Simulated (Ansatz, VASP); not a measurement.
# Pt in VASP and in Ansatz

```xyz
1
Lattice="0.0000 1.9468 1.8106 1.8933 0.0000 1.8106 1.8933 1.9468 0.0000" Properties=species:S:1:pos:R:3 pbc="T T T"
Pt    0.0000    0.0000    0.0000
```

Change from the starting cell: normal strain along x -0.0275, normal strain along z -0.0700.

Alike in both runs: task single point; functional LDA; k mesh 20 × 20 × 20; occupations gaussian, width 0.15 eV; no spin polarisation.

```csv
,VASP,Ansatz
version,VASP 6.6.1,Ansatz 0.2.0
potentials or method,"VASP PAW LDA potentials, release 64 (Pt), cutoff 520 eV","scalar-relativistic, plane waves, PAW"
valence electrons in the cell,10,18
```

```tsv
	VASP	Ansatz	Ansatz less VASP
gap on the k mesh at the Fermi level (eV)	none	none	-
pressure (GPa)	42.2	40.9	-1.27
traceless stress, the component that is largest in VASP (GPa)	-5.88	-5.86	+0.014
```

LDA's correlation is that of Perdew and Zunger in VASP and of Perdew and Wang (1992) in Ansatz. A gap of «none» marks a metal or a gap that the smearing closes. Both programs put the cell under a high pressure, so it lies far from rest at this level. VASP's potentials hold 10 valence electrons a cell and Ansatz's 18, so a difference there can come from the potentials and not from the codes.

Spin-orbit coupling is off throughout.
